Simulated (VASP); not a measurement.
NaI, 4 atoms in the cell. Symmetry: Pmma, No. 51, orthorhombic system. Conventional cell: a = 4.880 Å, b = 4.507 Å, c = 6.998 Å, α = 90.00°, β = 90.00°, γ = 90.00°. Na (site symmetry mm2) has 8 I at 3.32 to 4.36 Å and 6 Na at 3.98 to 4.56 Å within 4.6 Å. I (site symmetry mm2) has 8 Na at 3.32 to 4.36 Å and 6 I at 4.18 to 4.51 Å within 4.6 Å.  This cell differs from its parent crystal: ratio of the length along z to the lengths across it x 0.85, volume and fractional coordinates fixed.

- Program: VASP 6.6.1
- Task: single point
- Functional: PBE
- Dispersion: D3(BJ)
- Potentials or basis: VASP PAW PBE potentials, release 64 (Na_pv, I)
- Cutoff: 520 eV
- k mesh: 6 × 6 × 4
- Occupations: gaussian, width 0.05 eV
- Spin: no spin polarisation
- Dipole correction: no
- Further INCAR settings: ALGO = Normal; EDIFF = 1e-06; NBANDS = 22

Potentials or basis: VASP PAW PBE potentials, release 64 (Na_pv, I).

The run is started by

```bash
$ cat potpaw_PBE.64/Na_pv/POTCAR potpaw_PBE.64/I/POTCAR > POTCAR
$ mpirun -np 1 vasp_std > vasp.out
```

Hardware: 1 thread of Intel(R) Xeon(R) 6975P-C (Granite Rapids), with other jobs on the host.

Task: Estimate the wall time of this run.

Result: Wall time 48 s on 1 thread of Intel(R) Xeon(R) 6975P-C (Granite Rapids), with other jobs on the host, peak memory 0.32 GiB. Counts: scf iterations 13, k points 48.
